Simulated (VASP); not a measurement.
Y, 1 atom in the cell. Symmetry: Pm-3m, No. 221, cubic system. The conventional cell has a = 3.187 Å, b = 3.187 Å, c = 3.187 Å, α = 90.00°, β = 90.00°, γ = 90.00°. Within 4.2 Å of Y (site symmetry m-3m) lie 6 Y at 3.19 Å. This isn't the form of Y at room conditions, which is hcp.

```yaml
Program: VASP 6.6.1
Task: relaxation of cell and atoms
Functional: LDA
Potentials_or_basis: VASP PAW LDA potentials, release 64 (Y_sv)
Cutoff: 600 eV
k_mesh: 12 × 12 × 12
Occupations: fermi-dirac, width 0.08 eV
Spin: no spin polarisation
Target_pressure: -0.61 GPa
Dipole_correction: no
Further_INCAR_settings: ALGO = Normal; EDIFF = 1e-06; IBRION = 2; EDIFFG = -0.005; NSW = 60; ISIF = 3
```

Potentials or basis: VASP PAW LDA potentials, release 64 (Y_sv).

The run is started by

```bash
$ cat potpaw_LDA.64/Y_sv/POTCAR > POTCAR
$ mpirun -np 1 vasp_std > vasp.out
```

Hardware: 1 thread of AMD EPYC 9R45 96-Core Processor (Zen 5), with other jobs on the host.

Question: Estimate the wall time of this run.

Answer: It took 33 s on 1 thread of AMD EPYC 9R45 96-Core Processor (Zen 5), with other jobs on the host, peak memory 0.16 GiB. Counts: scf iterations 27, k points 84, ion steps 3.
